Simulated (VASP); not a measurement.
# PbO2 (Fm-3m) in VASP: a series of runs

The runs below take PbO2 through single point, relaxation of cell and atoms, with PBE.

Everything below comes from runs of VASP 6.6.1. Logs are shortened: lines on timing, memory, paths and dates and some standing lists are left out, and cuts for length are marked.

### 1 The cell of the first run

The structure is cubic, space group Fm-3m (No. 225). Conventional cell: a = 5.317 Å, b = 5.317 Å, c = 5.317 Å, α = 90.00°, β = 90.00°, γ = 90.00°. Pb (site symmetry m-3m) has 8 O at 2.30 Å within 3.0 Å. Within 3.0 Å of O (site symmetry -43m) lie 4 Pb at 2.30 Å and 6 O at 2.66 Å.

### 2 Single point, PBE

Input file INCAR:

```
SYSTEM = PbO2
  PREC = Accurate
  ENCUT = 520
  EDIFF = 1E-7
  ISMEAR = -1
  SIGMA = 0.02
  LREAL = .FALSE.
  LASPH = .TRUE.
  NELM = 80
  ALGO = Normal
  ISIF = 2
  LWAVE = .FALSE.
  LCHARG = .FALSE.
  GGA = PE
  NBANDS = 20
```

Input file KPOINTS:

```
regular mesh
0
G
  9 9 9
  0 0 0
```

Input file POSCAR:

```
PbO2
1.0
    0.0000000000      2.6583848818      2.6583848818
    2.6583848818      0.0000000000      2.6583848818
    2.6583848818      2.6583848818      0.0000000000
Pb O
1 2
Direct
    0.0000000000      0.0000000000      0.0000000000
    0.2500000000      0.2500000000      0.2500000000
    0.7500000000      0.7500000000      0.7500000000
```

Potentials or basis: VASP PAW PBE potentials, release 64 (Pb_d, O).

Command:

```bash
> cat potpaw_PBE.64/Pb_d/POTCAR potpaw_PBE.64/O/POTCAR > POTCAR
> mpirun -np 1 vasp_std > vasp.out
```

OUTCAR:

```text
SYSTEM = PbO2
   PREC = Accurate
   ENCUT = 520
   EDIFF = 1E-7
   ISMEAR = -1
   LREAL = .FALSE.
   LASPH = .TRUE.
   NELM = 80
   ISIF = 2
   GGA = PE

 ion  position               nearest neighbor table
   1  0.000  0.000  0.000-   3 2.30   3 2.30   3 2.30   2 2.30   3 2.30   2 2.30   2 2.30   2 2.30

   2  0.250  0.250  0.250-   1 2.30   1 2.30   1 2.30   1 2.30
   3  0.750  0.750  0.750-   1 2.30   1 2.30   1 2.30   1 2.30

  LATTYP: Found a face centered cubic cell.
 ALAT       =     5.3167697636

  Lattice vectors:

 A1 = (   0.0000000000,   2.6583848818,   2.6583848818)
 A2 = (   2.6583848818,   0.0000000000,   2.6583848818)
 A3 = (   2.6583848818,   2.6583848818,   0.0000000000)

Analysis of symmetry for initial positions (statically):
=====================================================================
 Subroutine PRICEL returns:
 Original cell was already a primitive cell.

 Routine SETGRP: Setting up the symmetry group for a
 face centered cubic supercell.

 Subroutine GETGRP returns: Found 48 space group operations
 (whereof 48 operations were pure point group operations)
 out of a pool of 48 trial point group operations.

The static configuration has the point symmetry O_h .

Analysis of symmetry for dynamics (positions and initial velocities):
=====================================================================
 Subroutine PRICEL returns:
 Original cell was already a primitive cell.

 Routine SETGRP: Setting up the symmetry group for a
 face centered cubic supercell.

 Subroutine GETGRP returns: Found 48 space group operations
 (whereof 48 operations were pure point group operations)
 out of a pool of 48 trial point group operations.

The dynamic configuration has the point symmetry O_h .

 Subroutine INISYM returns: Found 48 space group operations
 (whereof 48 operations are pure point group operations),
 and found     1 'primitive' translations

----------------------------------------------------------------------------------------

                                     Primitive cell

  volume of cell :      37.5737

  direct lattice vectors                    reciprocal lattice vectors
     0.000000000  2.658384882  2.658384882    -0.188084127  0.188084127  0.188084127
     2.658384882  0.000000000  2.658384882     0.188084127 -0.188084127  0.188084127
[... 83 lines left out ...]
   LSORBIT =      F    spin-orbit coupling
   LASPH  =      T    aspherical Exc in radial PAW
   ENCUT  =  520.0 eV  38.22 Ry    6.18 a.u.   6.99  6.99  6.99*2*pi/ulx,y,z
   NELM   =     80;   NELMIN=  2; NELMDL= -5     # of ELM steps
   EDIFF  = 0.1E-06   stopping-criterion for ELM
   LREAL  =      F    real-space projection
   EDIFFG = 0.1E-05   stopping-criterion for IOM
   NSW    =      0    number of steps for IOM
   IBRION =     -1    ionic relax: 0-MD 1-quasi-New 2-CG
   NFREE  =      0    steps in history (QN), initial steepest desc. (CG)
   ISIF   =      2    stress and relaxation
   ISYM   =      2    0-nonsym 1-usesym 2-fastsym
   POTIM  = 0.5000    time-step for ionic-motion
   TEBEG  =    0.0;   TEEND  =   0.0 temperature during run
   PSTRESS=    0.0 pullay stress
   NELECT =      26.0000    total number of electrons
   NUPDOWN=      -1.0000    fix difference up-down
   EMIN   =  10.00;   EMAX   =-10.00  energy-range for DOS
   EFERMI =   0.00;   METHOD = LEGACY
   ISMEAR =    -1;   SIGMA  =   0.02  broadening in eV -4-tet -1-fermi 0-gaus
   EFERMI_NEDOS =   21; number of points for ismear=-14 and -15
   IALGO  =     38    algorithm
   IMIX   =      4    mixing-type and parameters
     AMIX     =   0.40;   BMIX     =  1.00
     AMIX_MAG =   1.60;   BMIX_MAG =  1.00
  volume/ion in A,a.u.               =      12.52        84.52
  Fermi-wavevector in a.u.,A,eV,Ry     =   1.448010  2.736341 28.527766  2.096732
  Thomas-Fermi vector in A             =   2.565899
   LORBIT       =      0    0 simple, 1 ext, 2 COOP (PROOUT), +10 PAW based schemes
   GGA     = PE    functional components
   LHFCALC =     F    Hartree Fock is set to
   AEXX    =    0.0000 exact exchange contribution
   IVDW    =     0    specifies the selected vdW correction
   LEPSILON=     F    determine dielectric tensor
   LRPA    =     F    only Hartree local field effects (RPA)
 non-spin polarized calculation
  energy-cutoff  :      520.00
  volume of cell :       37.57
 maximum number of plane-waves:      1022
   NGX = 13   NGY = 13   NGZ = 13

 number of electron      26.0000018 magnetization

 Free energy of the ion-electron system (eV)
  ---------------------------------------------------
  ext. energy  EPLUGINS =         0.00000000
  ---------------------------------------------------
  free energy    TOTEN  =       -15.55921499 eV

  energy without entropy =      -15.55751315  energy(sigma->0) =      -15.55836407

 E-fermi :   6.2187     XC(G=0): -11.4110

 val. band max:        6.2156370283   @ k =  -0.3333   0.4444   0.2222
 cond. band min:       6.9581095899   @ k =  -0.1111   0.1111   0.0000
 fundamental gap:      0.7424725616
 Fermi energy:         6.2187327612

 k-point     1 :       0.0000    0.0000    0.0000
  band No.  band energies     occupation
      1     -12.6387      2.00000
      2      -9.5188      2.00000
      3      -9.4793      2.00000
      4      -9.4793      2.00000
      5      -9.4793      2.00000
      6      -9.1898      2.00000
[... 541 lines left out ...]
     19      22.5122      0.00000
     20      23.6698      0.00000

 [... further k-points ...]

------------------------ aborting loop because EDIFF is reached ----------------------------------------

  FORCE on cell =-STRESS in cart. coord.  units (eV):
  Direction    XX          YY          ZZ          XY          YZ          ZX
  --------------------------------------------------------------------------------------
  -------------------------------------------------------------------------------------
  Total        1.9121683      1.9121683      1.9121683      0.0000000      0.0000000      0.0000000
  in kB       81.5366984     81.5366984     81.5366984      0.0000000      0.0000000      0.0000000
  external PRESSURE =      81.5366984 kB  Pullay stress =       0.0000000 kB

 VOLUME and BASIS-vectors are now :
 -----------------------------------------------------------------------------
  energy-cutoff  :      520.00
  volume of cell :       37.57
      direct lattice vectors                 reciprocal lattice vectors
     0.000000000  2.658384882  2.658384882    -0.188084127  0.188084127  0.188084127
     2.658384882  0.000000000  2.658384882     0.188084127 -0.188084127  0.188084127
     2.658384882  2.658384882  0.000000000     0.188084127  0.188084127 -0.188084127

 POSITION                                       TOTAL-FORCE (eV/Angst)
 -----------------------------------------------------------------------------------
      0.00000      0.00000      0.00000        -0.000000     -0.000000     -0.000000
      1.32919      1.32919      1.32919         0.000000     -0.000000     -0.000000
      3.98758      3.98758      3.98758         0.000000      0.000000      0.000000
 -----------------------------------------------------------------------------------
    total drift:                                0.000000      0.000000      0.000000

  FREE ENERGIE OF THE ION-ELECTRON SYSTEM (eV)
  ---------------------------------------------------
  free  energy   TOTEN  =       -15.5592149902 eV

  energy  without entropy=      -15.5575131502  energy(sigma->0) =      -15.55836407
```

OSZICAR:

```text
N       E                     dE             d eps       ncg     rms          rms(c)
DAV:   1     0.268127042738E+03    0.26813E+03   -0.13650E+04  1420   0.160E+03
DAV:   2     0.585338528347E+01   -0.26227E+03   -0.25023E+03  1500   0.431E+02
DAV:   3    -0.177118859331E+02   -0.23565E+02   -0.23148E+02  1636   0.133E+02
DAV:   4    -0.183785439137E+02   -0.66666E+00   -0.66587E+00  1592   0.226E+01
DAV:   5    -0.183981785806E+02   -0.19635E-01   -0.19633E-01  1908   0.412E+00    0.978E+00
DAV:   6    -0.155699800231E+02    0.28282E+01   -0.11248E+01  2120   0.431E+01    0.290E+00
DAV:   7    -0.155680489461E+02    0.19311E-02   -0.55647E-01  1560   0.778E+00    0.172E+00
DAV:   8    -0.155685056966E+02   -0.45675E-03   -0.15428E-01  1592   0.410E+00    0.809E-01
DAV:   9    -0.155584554020E+02    0.10050E-01   -0.28490E-02  2076   0.218E+00    0.142E-01
DAV:  10    -0.155592355228E+02   -0.78012E-03   -0.46245E-03  1496   0.467E-01    0.781E-02
DAV:  11    -0.155592198590E+02    0.15664E-04   -0.12517E-04  1628   0.910E-02    0.358E-02
DAV:  12    -0.155592156166E+02    0.42424E-05   -0.37249E-05  1584   0.502E-02    0.129E-02
DAV:  13    -0.155592149502E+02    0.66640E-06   -0.83722E-06  1560   0.208E-02    0.132E-03
DAV:  14    -0.155592149902E+02   -0.39972E-07   -0.20661E-07  1408   0.531E-03
   1 F= -.15559215E+02 E0= -.15558364E+02  d E =-.170184E-02
```

stdout:

```text
POSCAR found type information on POSCAR PbO
 POSCAR found :  2 types and       3 ions
 scaLAPACK will be used
 LDA part: xc-table for (Slater+PW92), standard interpolation
 POSCAR, INCAR and KPOINTS ok, starting setup
 FFT: planning ... GRIDC
 FFT: planning ... GRID_SOFT
 FFT: planning ... GRID
 WAVECAR not read
 entering main loop
```

Run time: 40 s. Hardware: 1 thread of AMD EPYC 7R13, shared host; peak memory 0.14 GiB.

What came out:

| Quantity | Value |
| --- | --- |
| Free energy | -15.5592 eV |
| Pressure | 8.2 GPa |
| Band gap on the k mesh | zero (bands 13 and 14 overlap by 1.25 eV) |

Caveat: the cell stands under pressure; spin-orbit coupling is left out, which moves the levels of the heavy elements.

### 3 Single point, PBE

This run uses another cell than the first one, of 13.19 Å³/atom.

Input file INCAR:

```
SYSTEM = PbO2
ALGO = Normal ; EDIFF = 1E-6
ENCUT = 520 ; GGA = PE
ISIF = 2 ; ISMEAR = -1
LASPH = .TRUE. ; LCHARG = .FALSE.
LREAL = .FALSE. ; LWAVE = .FALSE.
NBANDS = 20 ; NELM = 80
PREC = Accurate ; SIGMA = 0.02
```

Input file KPOINTS:

```
k-points
0
G
  9 9 9
  0 0 0
```

Input file POSCAR:

```
PbO2
1.0
    0.0000000000      2.7048413965      2.7048413965
    2.7048413965      0.0000000000      2.7048413965
    2.7048413965      2.7048413965      0.0000000000
Pb O
1 2
Direct
    0.0000000000      0.0000000000      0.0000000000
    0.2500000000      0.2500000000      0.2500000000
    0.7500000000      0.7500000000      0.7500000000
```

Potentials or basis: VASP PAW PBE potentials, release 64 (Pb_d, O).

Command:

```bash
> cat potpaw_PBE.64/Pb_d/POTCAR potpaw_PBE.64/O/POTCAR > POTCAR
> mpirun -np 1 vasp_std > vasp.out
```

Wall time 37 s (1 thread of AMD EPYC 7R13, shared host); peak memory 0.14 GiB.

Results (log left out):

```
Free energy            : -15.6116 eV
Pressure               : 0.2 GPa
Band gap on the k mesh : zero (bands 13 and 14 overlap by 1.14 eV)
```

Levels at points of the mesh, in eV from the Fermi level:
```csv
k point,band 11,band 12,band 13,band 14,band 15,band 16
"(0.00, 0.00, 0.00)",-1.91,-1.15,-1.15,-1.15,7.03,7.03
```

Caveat: spin-orbit coupling is left out, which moves the levels of the heavy elements.

### 4 Single point, PBE

This run uses another cell than the first one, of 13.19 Å³/atom.

Input file INCAR:

```
ALGO = Normal ; EDIFF = 1E-7
ENCUT = 520 ; GGA = PE
ISIF = 2 ; ISMEAR = -1
LASPH = T ; LCHARG = F
LREAL = F ; LWAVE = F
NBANDS = 20 ; NELM = 80
PREC = Accurate ; SIGMA = 0.02
```

Input file KPOINTS:

```
k-points
0
Gamma
  9 9 9
```

POSCAR is that of step 3.

Potentials or basis: VASP PAW PBE potentials, release 64 (Pb_d, O).

Command:

```bash
> cat potpaw_PBE.64/Pb_d/POTCAR potpaw_PBE.64/O/POTCAR > POTCAR
> mpirun -np 1 vasp_std > vasp.out
```

OUTCAR:

```text
EDIFF = 1E-7
   ENCUT = 520
   GGA = PE
   ISIF = 2
   ISMEAR = -1
   LASPH = T
   LREAL = F
   NELM = 80
   PREC = Accurate

 ion  position               nearest neighbor table
   1  0.000  0.000  0.000-   3 2.34   3 2.34   3 2.34   2 2.34   2 2.34   2 2.34   3 2.34   2 2.34

   2  0.250  0.250  0.250-   1 2.34   1 2.34   1 2.34   1 2.34
   3  0.750  0.750  0.750-   1 2.34   1 2.34   1 2.34   1 2.34

  LATTYP: Found a face centered cubic cell.
 ALAT       =     5.4096827930

  Lattice vectors:

 A1 = (   0.0000000000,   2.7048413965,   2.7048413965)
 A2 = (   2.7048413965,   0.0000000000,   2.7048413965)
 A3 = (   2.7048413965,   2.7048413965,   0.0000000000)

Analysis of symmetry for initial positions (statically):
=====================================================================
 Subroutine PRICEL returns:
 Original cell was already a primitive cell.

 Routine SETGRP: Setting up the symmetry group for a
 face centered cubic supercell.

 Subroutine GETGRP returns: Found 48 space group operations
 (whereof 48 operations were pure point group operations)
 out of a pool of 48 trial point group operations.

The static configuration has the point symmetry O_h .

Analysis of symmetry for dynamics (positions and initial velocities):
=====================================================================
 Subroutine PRICEL returns:
 Original cell was already a primitive cell.

 Routine SETGRP: Setting up the symmetry group for a
 face centered cubic supercell.

 Subroutine GETGRP returns: Found 48 space group operations
 (whereof 48 operations were pure point group operations)
 out of a pool of 48 trial point group operations.

[... 112 lines left out ...]
   PSTRESS=    0.0 pullay stress
   NELECT =      26.0000    total number of electrons
   NUPDOWN=      -1.0000    fix difference up-down
   EMIN   =  10.00;   EMAX   =-10.00  energy-range for DOS
   EFERMI =   0.00;   METHOD = LEGACY
   ISMEAR =    -1;   SIGMA  =   0.02  broadening in eV -4-tet -1-fermi 0-gaus
   EFERMI_NEDOS =   21; number of points for ismear=-14 and -15
   IALGO  =     38    algorithm
   IMIX   =      4    mixing-type and parameters
     AMIX     =   0.40;   BMIX     =  1.00
     AMIX_MAG =   1.60;   BMIX_MAG =  1.00
  volume/ion in A,a.u.               =      13.19        89.03
  Fermi-wavevector in a.u.,A,eV,Ry     =   1.423140  2.689344 27.556234  2.025326
  Thomas-Fermi vector in A             =   2.543769
   LORBIT       =      0    0 simple, 1 ext, 2 COOP (PROOUT), +10 PAW based schemes
   GGA     = PE    functional components
   LHFCALC =     F    Hartree Fock is set to
   AEXX    =    0.0000 exact exchange contribution
   IVDW    =     0    specifies the selected vdW correction
   LEPSILON=     F    determine dielectric tensor
   LRPA    =     F    only Hartree local field effects (RPA)
 non-spin polarized calculation
  energy-cutoff  :      520.00
  volume of cell :       39.58
 maximum number of plane-waves:      1075
   NGX = 15   NGY = 15   NGZ = 15

 number of electron      25.9999987 magnetization

 Free energy of the ion-electron system (eV)
  ---------------------------------------------------
  ext. energy  EPLUGINS =         0.00000000
  ---------------------------------------------------
  free energy    TOTEN  =       -15.61164875 eV

  energy without entropy =      -15.60993106  energy(sigma->0) =      -15.61078990

 E-fermi :   5.5401     XC(G=0): -11.1269

 val. band max:        5.5354213591   @ k =  -0.3333   0.4444   0.2222
 cond. band min:       6.0885194963   @ k =  -0.1111   0.1111   0.0000
 fundamental gap:      0.5530981372
 Fermi energy:         5.5400664295

 k-point     1 :       0.0000    0.0000    0.0000
  band No.  band energies     occupation
      1     -12.8893      2.00000
      2     -10.1015      2.00000
      3     -10.0854      2.00000
      4     -10.0854      2.00000
      5     -10.0854      2.00000
      6      -9.8564      2.00000
[... 541 lines left out ...]
     19      21.7558      0.00000
     20      22.4939      0.00000

 [... further k-points ...]

------------------------ aborting loop because EDIFF is reached ----------------------------------------

  FORCE on cell =-STRESS in cart. coord.  units (eV):
  Direction    XX          YY          ZZ          XY          YZ          ZX
  --------------------------------------------------------------------------------------
  -------------------------------------------------------------------------------------
  Total        0.0395103      0.0395103      0.0395103      0.0000000      0.0000000      0.0000000
  in kB        1.5994316      1.5994316      1.5994316      0.0000000      0.0000000      0.0000000
  external PRESSURE =       1.5994316 kB  Pullay stress =       0.0000000 kB

 VOLUME and BASIS-vectors are now :
 -----------------------------------------------------------------------------
  energy-cutoff  :      520.00
  volume of cell :       39.58
      direct lattice vectors                 reciprocal lattice vectors
     0.000000000  2.704841396  2.704841396    -0.184853722  0.184853722  0.184853722
     2.704841396  0.000000000  2.704841396     0.184853722 -0.184853722  0.184853722
     2.704841396  2.704841396  0.000000000     0.184853722  0.184853722 -0.184853722

 POSITION                                       TOTAL-FORCE (eV/Angst)
 -----------------------------------------------------------------------------------
      0.00000      0.00000      0.00000        -0.000000      0.000000     -0.000000
      1.35242      1.35242      1.35242        -0.000000     -0.000000      0.000000
      4.05726      4.05726      4.05726         0.000000      0.000000      0.000000
 -----------------------------------------------------------------------------------
    total drift:                                0.000000      0.000000      0.000000

  FREE ENERGIE OF THE ION-ELECTRON SYSTEM (eV)
  ---------------------------------------------------
  free  energy   TOTEN  =       -15.6116487500 eV

  energy  without entropy=      -15.6099310565  energy(sigma->0) =      -15.61078990
```

Wall time 49 s (1 thread of AMD EPYC 7R13, shared host); peak memory 0.14 GiB.

What came out:

- Free energy: -15.6116 eV
- Pressure: 0.2 GPa
- Band gap on the k mesh: zero (bands 13 and 14 overlap by 1.14 eV)

Levels at points of the mesh, in eV from the Fermi level:
| k point | band 9 | band 10 | band 11 | band 12 | band 13 | band 14 | band 15 | band 16 | band 17 | band 18 |
| --- | --- | --- | --- | --- | --- | --- | --- | --- | --- | --- |
| (0.00, 0.00, 0.00) | -1.91 | -1.91 | -1.91 | -1.15 | -1.15 | -1.15 | 7.03 | 7.03 | 7.03 | 11.82 |

Caveat: spin-orbit coupling is left out, which moves the levels of the heavy elements.

### 5 Relaxation of cell and atoms, PBE

This run uses another cell than the first one, of 13.19 Å³/atom.

Input file INCAR:

```
SYSTEM = PbO2
ALGO = Normal
EDIFF = 1E-7
EDIFFG = -0.005
ENCUT = 600
GGA = PE
IBRION = 2
ISIF = 3
ISMEAR = -1
LASPH = .True.
LCHARG = .False.
LREAL = .False.
LWAVE = .False.
NELM = 100
NSW = 32
PREC = Accurate
SIGMA = 0.02
```

Input file KPOINTS:

```
k-points
0
Gamma
  9 9 9
  0 0 0
```

POSCAR is that of step 4.

Command:

```bash
> cat potpaw_PBE.64/Pb_d/POTCAR potpaw_PBE.64/O/POTCAR > POTCAR
> mpirun -np 1 vasp_std > vasp.out
```

Run time: 59 s. Hardware: 1 thread of AMD EPYC 7R13, shared host; peak memory 0.16 GiB.

The run converged. Its results:

* Free energy: -15.6155 eV
* Pressure after relaxing: 0.0 GPa
* Band gap on the k mesh: zero (bands 13 and 14 overlap by 1.14 eV)

Final structure:
```
Pb O
1.0
     0.00000    2.70484    2.70484
     2.70484    0.00000    2.70484
     2.70484    2.70484    0.00000
Pb O
1 2
Direct
  0.00000 0.00000 0.00000
  0.25000 0.25000 0.25000
  0.75000 0.75000 0.75000
```

Levels at points of the mesh, in eV from the Fermi level:
```
           k point  band 10  band 11  band 12  band 13  band 14  band 15  band 16  band 17
(0.00, 0.00, 0.00)    -1.91    -1.91    -1.15    -1.15    -1.15     7.04     7.04     7.04
```

Caveat: the relaxation stopped at its first step, so nothing moved; spin-orbit coupling is left out, which moves the levels of the heavy elements.

### 6 Summary

| task | cell | cutoff (eV) | gap on the mesh (eV) | pressure (GPa) |
| --- | --- | --- | --- | --- |
| single point | a = 3.760 Å, angles 60.0°, 3 atoms | 520 | none | 8.2 |
| single point | a = 3.825 Å, angles 60.0°, 3 atoms | 520 | none | 0.2 |
| relaxation of cell and atoms | relaxed from a = 3.825 Å, angles 60.0°, 3 atoms | 600 | none | 0.0 |

Alike in all rows: level PBE; potentials or basis VASP PAW PBE potentials, release 64 (Pb_d, O); no spin polarisation; k mesh 9 × 9 × 9; smearing fermi-dirac 0.02 eV.

Caveats: spin-orbit coupling is left out, which moves the levels of the heavy elements; the cell stands under pressure (at least some runs); the relaxation stopped at its first step, so nothing moved (at least some runs).

Absolute energies hang on the potentials; compare differences alone.
